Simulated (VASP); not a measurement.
# Au in VASP: a series of runs

The runs below take Au through single point, with PBE.

Everything below comes from runs of VASP 6.6.1. Logs are shortened: lines on timing, memory, paths and dates and some standing lists are left out, and cuts for length are marked.

### Step 1. The cell of the first run

The typed cell holds 7 atoms: a = 5.771 Å, b = 5.771 Å, c = 5.771 Å, α = 60.00°, β = 60.00°, γ = 60.00°.

### Step 2. Single point, PBE

INCAR

```
SYSTEM = Au
  PREC = Accurate
  ENCUT = 520
  EDIFF = 1E-6
  ISMEAR = -1
  SIGMA = 0.1
  LREAL = .False.
  LASPH = .True.
  NELM = 60
  ALGO = Normal
  ISIF = 2
  LWAVE = .False.
  LCHARG = .True.
  GGA = PE
  LELF = .True.
  LVHAR = .True.
  NBANDS = 48
```

KPOINTS

```
Automatic mesh
0
Gamma
  3 3 3
  0 0 0
```

POSCAR

```
Au
1.0
    0.0000000000      4.0807397400      4.0807397400
    4.0807397400      0.0000000000      4.0807397400
    4.0807397400      4.0807397400      0.0000000000
Au
7
Direct
   -0.0007904204     -0.0019759898      0.0030071754
   -0.0008736161      0.4981033169      0.0030749327
   -0.0007850292      0.4980558991      0.5030361235
    0.4990472634     -0.0019518520      0.0032133880
    0.4992442865     -0.0020106649      0.5031533817
    0.4992524958      0.4979350876      0.0031485713
    0.4991767743      0.4980125246      0.5031596306
```

Potentials or basis: VASP PAW PBE potentials, release 64 (Au).

Command:

```console
$ cat potpaw_PBE.64/Au/POTCAR > POTCAR
$ mpirun -np 1 vasp_std > vasp.out
```

OUTCAR:

```text
SYSTEM = Au
   PREC = Accurate
   ENCUT = 520
   EDIFF = 1E-6
   ISMEAR = -1
   LREAL = .False.
   LASPH = .True.
   NELM = 60
   ISIF = 2
   GGA = PE

 ion  position               nearest neighbor table
   1  0.999  0.998  0.003-   2 2.89   6 2.89   5 2.89   4 2.89   3 2.89   3 2.89   4 2.89   5 2.89
                             6 2.89   2 2.89
   2  0.999  0.498  0.003-   6 2.89   1 2.89   3 2.89   7 2.89   4 2.89   4 2.89   7 2.89   3 2.89
                             1 2.89   6 2.89
   3  0.999  0.498  0.503-   5 2.89   6 2.89   2 2.89   7 2.89   1 2.89   1 2.89   7 2.89   2 2.89
                             6 2.89   5 2.89
   4  0.499  0.998  0.003-   1 2.89   6 2.89   2 2.89   5 2.89   7 2.89   7 2.89   5 2.89   2 2.89
                             6 2.89   1 2.89
   5  0.499  0.998  0.503-   1 2.89   3 2.89   6 2.89   4 2.89   7 2.89   7 2.89   4 2.89   6 2.89
                             3 2.89   1 2.89
   6  0.499  0.498  0.003-   2 2.89   1 2.89   4 2.89   3 2.89   5 2.89   7 2.89   7 2.89   5 2.89
                             3 2.89   4 2.89   1 2.89   2 2.89
   7  0.499  0.498  0.503-   2 2.89   6 2.89   4 2.89   5 2.89   3 2.89   3 2.89   5 2.89   4 2.89
                             6 2.89   2 2.89

  LATTYP: Found a face centered cubic cell.
 ALAT       =     8.1614794800

  Lattice vectors:

 A1 = (   0.0000000000,   4.0807397400,   4.0807397400)
 A2 = (   4.0807397400,   0.0000000000,   4.0807397400)
 A3 = (   4.0807397400,   4.0807397400,   0.0000000000)

Analysis of symmetry for initial positions (statically):
=====================================================================
 Subroutine PRICEL returns:
 Original cell was already a primitive cell.

 Routine SETGRP: Setting up the symmetry group for a
 face centered cubic supercell.

 Subroutine GETGRP returns: Found  1 space group operations
 (whereof  1 operations were pure point group operations)
 out of a pool of 48 trial point group operations.

The static configuration has the point symmetry C_1 .

Analysis of symmetry for dynamics (positions and initial velocities):
=====================================================================
 Subroutine PRICEL returns:
 Original cell was already a primitive cell.

 Routine SETGRP: Setting up the symmetry group for a
 face centered cubic supercell.

 Subroutine GETGRP returns: Found  1 space group operations
 (whereof  1 operations were pure point group operations)
 out of a pool of 48 trial point group operations.

The dynamic configuration has the point symmetry C_1 .

 Subroutine INISYM returns: Found  1 space group operations
 (whereof  1 operations are pure point group operations),
 and found     1 'primitive' translations

----------------------------------------------------------------------------------------

                                     Primitive cell

  volume of cell :     135.9085

  direct lattice vectors                    reciprocal lattice vectors
     0.000000000  4.080739740  4.080739740    -0.122526804  0.122526804  0.122526804
     4.080739740  0.000000000  4.080739740     0.122526804 -0.122526804  0.122526804
     4.080739740  4.080739740  0.000000000     0.122526804  0.122526804 -0.122526804

  length of vectors
     5.771037485  5.771037485  5.771037485     0.212222651  0.212222651  0.212222651

  position of ions in fractional coordinates (direct lattice)
     0.999209580  0.998024010  0.003007175
     0.999126384  0.498103317  0.003074933
     0.999214971  0.498055899  0.503036124
     0.499047263  0.998048148  0.003213388
     0.499244287  0.997989335  0.503153382
     0.499252496  0.497935088  0.003148571
     0.499176774  0.498012525  0.503159631

  ion indices of the primitive-cell ions
   primitive index   ion index
                 1           1
                 2           2
                 3           3
                 4           4
                 5           5
                 6           6
                 7           7

----------------------------------------------------------------------------------------

 KPOINTS: Automatic mesh

Automatic generation of k-mesh.
 Grid dimensions read from file:
 generate k-points for:    3    3    3

 Generating k-lattice:

  Cartesian coordinates                     Fractional coordinates (reciprocal lattice)
    -0.040842268  0.040842268  0.040842268     0.333333333  0.000000000  0.000000000
     0.040842268 -0.040842268  0.040842268     0.000000000  0.333333333  0.000000000
     0.040842268  0.040842268 -0.040842268     0.000000000  0.000000000  0.333333333

  Length of vectors
     0.070740884  0.070740884  0.070740884

  Shift w.r.t. Gamma in fractional coordinates (k-lattice)
     0.000000000  0.000000000  0.000000000

 Subroutine IBZKPT returns following result:
 ===========================================

 Found     14 irreducible k-points:

 Following reciprocal coordinates:
            Coordinates               Weight
  0.000000  0.000000  0.000000      1.000000
  0.333333  0.000000  0.000000      2.000000
  0.000000  0.333333  0.000000      2.000000
  0.000000  0.000000  0.333333      2.000000
  0.333333  0.333333  0.333333      2.000000
  0.333333  0.333333  0.000000      2.000000
  0.000000  0.333333  0.333333      2.000000
  0.333333  0.000000  0.333333      2.000000
 -0.333333  0.333333  0.000000      2.000000
  0.000000 -0.333333  0.333333      2.000000
  0.333333  0.000000 -0.333333      2.000000
  0.333333  0.333333 -0.333333      2.000000
 -0.333333  0.333333 -0.333333      2.000000
  0.333333 -0.333333 -0.333333      2.000000
   k-points           NKPTS =     14   k-points in BZ     NKDIM =     14   number of bands    NBANDS=     48
   number of dos      NEDOS =    301   number of ions     NIONS =      7
   total plane-waves  NPLWV = 110592
   dimension x,y,z NGX =    48 NGY =   48 NGZ =   48
   dimension x,y,z NGXF=    96 NGYF=   96 NGZF=   96
   ions per type =               7
   NGX,Y,Z   is equivalent  to a cutoff of  13.83, 13.83, 13.83 a.u.
   NGXF,Y,Z  is equivalent  to a cutoff of  27.65, 27.65, 27.65 a.u.
 SYSTEM =  Au
   PREC   = accura    normal or accurate (medium, high low for compatibility)
   ISTART =      0    job   : 0-new  1-cont  2-samecut
   ICHARG =      2    charge: 1-file 2-atom 10-const
   ISPIN  =      1    spin polarized calculation?
   LNONCOLLINEAR =      F non collinear calculations
   LSORBIT =      F    spin-orbit coupling
   LASPH  =      T    aspherical Exc in radial PAW
   ENCUT  =  520.0 eV  38.22 Ry    6.18 a.u.  10.73 10.73 10.73*2*pi/ulx,y,z
   NELM   =     60;   NELMIN=  2; NELMDL= -5     # of ELM steps
   EDIFF  = 0.1E-05   stopping-criterion for ELM
   LREAL  =      F    real-space projection
   EDIFFG = 0.1E-04   stopping-criterion for IOM
   NSW    =      0    number of steps for IOM
   IBRION =     -1    ionic relax: 0-MD 1-quasi-New 2-CG
   NFREE  =      0    steps in history (QN), initial steepest desc. (CG)
   ISIF   =      2    stress and relaxation
   ISYM   =      2    0-nonsym 1-usesym 2-fastsym
   POTIM  = 0.5000    time-step for ionic-motion
   TEBEG  =    0.0;   TEEND  =   0.0 temperature during run
   PSTRESS=    0.0 pullay stress
   NELECT =      77.0000    total number of electrons
   NUPDOWN=      -1.0000    fix difference up-down
   EMIN   =  10.00;   EMAX   =-10.00  energy-range for DOS
   EFERMI =   0.00;   METHOD = LEGACY
   ISMEAR =    -1;   SIGMA  =   0.10  broadening in eV -4-tet -1-fermi 0-gaus
   EFERMI_NEDOS =   21; number of points for ismear=-14 and -15
   IALGO  =     38    algorithm
   IMIX   =      4    mixing-type and parameters
     AMIX     =   0.40;   BMIX     =  1.00
     AMIX_MAG =   1.60;   BMIX_MAG =  1.00
  volume/ion in A,a.u.               =      19.42       131.02
  Fermi-wavevector in a.u.,A,eV,Ry     =   1.354637  2.559892 24.967244  1.835041
  Thomas-Fermi vector in A             =   2.481792
   LORBIT       =      0    0 simple, 1 ext, 2 COOP (PROOUT), +10 PAW based schemes
   GGA     = PE    functional components
   LHFCALC =     F    Hartree Fock is set to
   AEXX    =    0.0000 exact exchange contribution
   IVDW    =     0    specifies the selected vdW correction
   LEPSILON=     F    determine dielectric tensor
   LRPA    =     F    only Hartree local field effects (RPA)
 non-spin polarized calculation
  energy-cutoff  :      520.00
  volume of cell :      135.91
 maximum number of plane-waves:      3695
 NGX is ok and might be reduce to    48
   NGX = 21   NGY = 21   NGZ = 21

 number of electron      76.9999998 magnetization

 Free energy of the ion-electron system (eV)
  ---------------------------------------------------
  ext. energy  EPLUGINS =         0.00000000
  ---------------------------------------------------
  free energy    TOTEN  =       -21.87939023 eV

  energy without entropy =      -21.70894964  energy(sigma->0) =      -21.79416993

 E-fermi :   7.7826     XC(G=0): -11.7892

 val. band max:        7.7072586883   @ k =   0.3333  -0.3333  -0.3333
 cond. band min:       7.8872171307   @ k =   0.0000  -0.3333   0.3333
 fundamental gap:      0.1799584425
 Fermi energy:         7.7825609020

 k-point     1 :       0.0000    0.0000    0.0000
  band No.  band energies     occupation
      1      -1.5560      2.00000
      2       0.6023      2.00000
      3       0.6023      2.00000
      4       0.6023      2.00000
      5       0.6071      2.00000
      6       1.2316      2.00000
[... 40 lines left out ...]
     47      11.8794      0.00000
     48      13.3715      0.00000

 k-point     2 :       0.3333    0.0000    0.0000
  band No.  band energies     occupation
      1      -0.7128      2.00000
      2       0.6456      2.00000
      3       1.1064      2.00000
      4       1.1065      2.00000
      5       1.1597      2.00000
      6       1.7309      2.00000
[... 604 lines left out ...]
 k-point    14 :       0.3333   -0.3333   -0.3333
  band No.  band energies     occupation
      1       0.4303      2.00000
      2       0.8810      2.00000
      3       1.2796      2.00000
      4       1.9150      2.00000
      5       1.9280      2.00000
      6       2.0121      2.00000
[... 40 lines left out ...]
     47      15.3852      0.00000
     48      16.6622      0.00000

------------------------ aborting loop because EDIFF is reached ----------------------------------------

  FORCE on cell =-STRESS in cart. coord.  units (eV):
  Direction    XX          YY          ZZ          XY          YZ          ZX
  --------------------------------------------------------------------------------------
  -------------------------------------------------------------------------------------
  Total        0.7149680      0.7149440      0.7149255     -0.0000165      0.0000724      0.0000292
  in kB        8.4285037      8.4282213      8.4280036     -0.0001949      0.0008535      0.0003439
  external PRESSURE =       8.4282429 kB  Pullay stress =       0.0000000 kB

 VOLUME and BASIS-vectors are now :
 -----------------------------------------------------------------------------
  energy-cutoff  :      520.00
  volume of cell :      135.91
      direct lattice vectors                 reciprocal lattice vectors
     0.000000000  4.080739740  4.080739740    -0.122526804  0.122526804  0.122526804
     4.080739740  0.000000000  4.080739740     0.122526804 -0.122526804  0.122526804
     4.080739740  4.080739740  0.000000000     0.122526804  0.122526804 -0.122526804

 POSITION                                       TOTAL-FORCE (eV/Angst)
 -----------------------------------------------------------------------------------
      4.08495      4.08979      8.15019         0.000927      0.000481     -0.000374
      2.04518      4.08972      6.10980        -0.000745      0.000754     -0.000105
      4.08520      6.13030      6.10997         0.000221      0.000762     -0.000494
      4.08589      2.04960      6.10926        -0.000875      0.000612      0.000421
      6.12577      4.09052      6.10982        -0.000235     -0.000677      0.000057
      2.04479      2.05017      4.06926         0.000907     -0.001666      0.000272
      4.08552      4.09027      4.06927        -0.000199     -0.000267      0.000224
 -----------------------------------------------------------------------------------
    total drift:                               -0.000022      0.000001     -0.000012

  FREE ENERGIE OF THE ION-ELECTRON SYSTEM (eV)
  ---------------------------------------------------
  free  energy   TOTEN  =       -21.8793902256 eV

  energy  without entropy=      -21.7089496364  energy(sigma->0) =      -21.79416993
```

Wall time 3.8 min (1 thread of Intel Xeon 8259CL, shared host); peak memory 0.34 GiB.

What came out:

```
Free energy            : -21.8794 eV
Pressure               : 0.8 GPa
Band gap on the k mesh : zero (an odd number of electrons rules out a gap without spin polarisation)
```

Caveat: the k points lie up to 0.44 Å⁻¹ apart, too coarse for converged energies and pressures of a metal; spin-orbit coupling is left out, which moves the levels of the heavy elements.

### Step 3. Single point, PBE

INCAR

```
SYSTEM = Au
ALGO = Normal
EDIFF = 1E-6
ENCUT = 520
GGA = PE
ISIF = 2
ISMEAR = -1
LASPH = .TRUE.
LCHARG = .FALSE.
LREAL = .FALSE.
LWAVE = .FALSE.
NBANDS = 48
NELM = 80
PREC = Accurate
SIGMA = 0.1
```

KPOINTS

```
k-points
0
G
  3 3 3
  0 0 0
```

POSCAR

```
Au
1.0
    0.0000000000      4.0807397400      4.0807397400
    4.0807397400      0.0000000000      4.0807397400
    4.0807397400      4.0807397400      0.0000000000
Au
7
Direct
   -0.0000068615     -0.0023157566      0.0012335999
   -0.0000774369      0.4977303453      0.0012585953
   -0.0000269559      0.4976896664      0.5012586272
    0.0000242603     -0.0023103654      0.5012042253
    0.5000006445     -0.0023560679      0.5012785991
    0.4999663370      0.4976371024      0.0012888595
    0.4999684199      0.4976386953      0.5012983259
```

Potentials or basis: VASP PAW PBE potentials, release 64 (Au).

Command:

```console
$ cat potpaw_PBE.64/Au/POTCAR > POTCAR
$ mpirun -np 1 vasp_std > vasp.out
```

Run time: 2.9 min. Hardware: 1 thread of Intel Xeon 8259CL, shared host; peak memory 0.34 GiB.

It converged, with:

- Free energy: -21.8794 eV
- Pressure: 0.8 GPa
- Band gap on the k mesh: zero (an odd number of electrons rules out a gap without spin polarisation)

Levels at points of the mesh, in eV from the Fermi level:
```csv
k point,band 35,band 36,band 37,band 38,band 39,band 40,band 41,band 42,band 43,band 44
"(0.00, 0.00, 0.00)",-1.65,-1.65,-0.89,-0.32,-0.32,-0.32,2.06,2.06,2.06,2.77
```

Caveat: the k points lie up to 0.44 Å⁻¹ apart, too coarse for converged energies and pressures of a metal; spin-orbit coupling is left out, which moves the levels of the heavy elements.

The gap in the log of VASP goes by the Fermi energy; the results here count the filled bands.